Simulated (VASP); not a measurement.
Set up this calculation in VASP 6.6.1, as the native input.

```yaml
Task: single point
Functional: PBE
Potentials_or_basis: VASP PAW PBE potentials, release 64 (In_d, P, N)
Cutoff: 520 eV
k_mesh: 6 × 6 × 2
Occupations: gaussian, width 0.1 eV
Spin: collinear spin, ferromagnetic start
Starting_moments: "[0.0, 0.0, 0.0, 1.0, 1.0, 1.0] μB"
Dipole_correction: no
Further_INCAR_settings: ALGO = Normal; EDIFF = 1e-06; NBANDS = 32
```

The structure of InP2N3 lies in POSCAR:

```
InP2N3
1.0
    3.0116646685      0.0000000000      0.0000000000
    0.0000000000      3.0116646685      0.0000000000
    0.0000000000      0.0000000000     11.5415558434
In P N
1 2 3
Direct
    0.5000000000      0.5000000000      0.1644805131
    0.0000000000      0.0000000000     -0.0859247153
    0.5000000000      0.5000000000      0.7293899844
    0.0000000000      0.0000000000      0.7598058323
    0.0000000000      0.0000000000      0.0507854777
    0.5000000000      0.5000000000      0.8814618679
```

The cell was built from a structure type or drawn by symmetry, and may not be a known phase.

The input as run:

INCAR

```
SYSTEM = InP2N3
PREC = Accurate
ENCUT = 520
EDIFF = 1E-6
ISMEAR = 0
SIGMA = 0.1
LREAL = .False.
LASPH = .True.
NELM = 150
ALGO = Normal
ISIF = 2
LWAVE = .False.
LCHARG = .True.
ISPIN = 2
MAGMOM = 0 0 0 1 1 1
LORBIT = 11
GGA = PE
LELF = .True.
LVHAR = .True.
NBANDS = 32
```

KPOINTS

```
Automatic mesh
0
Gamma
  6 6 2
  0 0 0
```

Potentials or basis: VASP PAW PBE potentials, release 64 (In_d, P, N).

Command:

```bash
$ cat potpaw_PBE.64/In_d/POTCAR potpaw_PBE.64/P/POTCAR potpaw_PBE.64/N/POTCAR > POTCAR
$ mpirun -np 1 vasp_std > vasp.out
```

Results of the run:

```
Pressure                                              : -0.4 GPa
Largest force                                         : 0.052 eV/Å
Band gap on the k mesh                                : zero (filled and empty bands overlap)
Net moment                                            : 0.00 μB per cell
Valence electrons inside the program's atomic spheres : In 11.31; P 2.29, 2.28; N 3.68, 3.76, 3.69
```

Caveat: spin-orbit coupling is left out, which moves the levels of the heavy elements.

Run time: 4.9 min on 1 thread of Intel Xeon 8259CL, with other jobs on the host, peak memory 0.32 GiB.
